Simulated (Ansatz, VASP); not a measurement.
ZnS: VASP beside Ansatz

```xyz
6
Lattice="2.7046 -2.7046 0.0000 2.7046 0.0000 -2.7046 7.6634 4.2823 4.2823" Properties=species:S:1:pos:R:3 pbc="T T T"
Zn    4.2825   -1.1268   -1.1268
Zn    4.2825    4.2825    4.2825
Zn    4.2825    1.5779    1.5779
S     8.3395    2.9302    2.9302
S     8.3395    0.2256    0.2256
S     2.9302    0.2256    0.2256
```

Alike in both runs: task single point; functional r2SCAN; k mesh 7 × 7 × 3; occupations gaussian, width 0.05 eV; no spin polarisation.

|  | VASP | Ansatz |
| --- | --- | --- |
| version | VASP 6.6.1 | Ansatz 0.2.0 |
| potentials or method | VASP PAW PBE potentials, release 64 (Zn, S), cutoff 520 eV | scalar-relativistic, plane waves, PAW |
| valence electrons in the cell | 54 | 54 |

```tsv
	VASP	Ansatz	Ansatz less VASP
gap on the k mesh at the Fermi level (eV)	1.55	1.55	-0.004
least direct gap on the mesh (eV)	1.55	1.55	-0.004
pressure (GPa)	-1.2	-1.2	0.00
traceless stress, the component that is largest in VASP (GPa)	2.34	2.35	+0.005
rms of the force components (eV/Å)	0.147	0.146	-0.0012
```

VASP's potentials were made for PBE, not for r2SCAN. Atom by atom the forces differ by 0.006 eV/Å (rms over components).
